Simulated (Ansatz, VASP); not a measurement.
# One calculation of Ge, two programs

Contents of INCAR:

```
ALGO = Normal
EDIFF = 1E-6
ENCUT = 520
GGA = PS
ISIF = 2
ISMEAR = 0
LASPH = T
LCHARG = T
LELF = T
LREAL = F
LVHAR = T
LWAVE = F
NBANDS = 21
NELM = 60
PREC = Accurate
SIGMA = 0.15
```

Contents of KPOINTS:

```
k-points
0
Gamma
  22 22 12
```

Contents of POSCAR:

```
Ge
1.0
    0.0000000000      0.0000000000     -2.6427277821
    2.7652112298      0.0000000000      0.0000000000
    0.0000000000     -5.0390024825      0.0000000000
Ge
2
Direct
    0.0000000000      0.4638363974      0.0000000000
    0.0000000000      0.0361636026      0.5000000000
```

Input for Ansatz:

```yaml
crystal:
  lattice:
    - [0.0, 0.0, -2.6427277821]
    - [2.7652112298, 0.0, 0.0]
    - [0.0, -5.0390024825, 0.0]
  atoms:
    - { symbol: Ge, position: [0.0, 0.4638363974, 0.0] }
    - { symbol: Ge, position: [0.0, 0.0361636026, 0.5] }
basis:
  ecutwfc: 420
kpoints:
  mp_grid: { grid: [22, 22, 12] }
hamiltonian:
  xc: pbesol
scf:
  occupations: { method: gaussian, width: 0.15 }
output:
  forces: true
  stress: true
  eigenvalues: true
```

Change from the starting cell: mode 1 (-8.0 1/cm) frozen in, largest displacement +0.100 Å.

Alike in both runs: task single point; functional PBEsol; k mesh 22 × 22 × 12; occupations gaussian, width 0.15 eV; no spin polarisation.

|  | VASP | Ansatz |
| --- | --- | --- |
| version | VASP 6.6.1 | Ansatz 0.2.0 |
| potentials or method | VASP PAW PBE potentials, release 64 (Ge_d), cutoff 520 eV | scalar-relativistic, plane waves, PAW |
| valence electrons in the cell | 28 | 28 |

|  | VASP | Ansatz | Ansatz less VASP |
| --- | --- | --- | --- |
| gap on the k mesh at the Fermi level (eV) | none | none | - |
| pressure (GPa) | 0.1 | 0.2 | +0.10 |
| traceless stress, the component that is largest in VASP (GPa) | 1.00 | 0.98 | -0.023 |
| rms of the force components (eV/Å) | 0.005 | 0.005 | -0.0003 |

VASP's potentials were made for PBE, not for PBEsol. Atom by atom the forces differ by 0.000 eV/Å (rms over components). A gap of «none» marks a metal or a gap that the smearing closes.
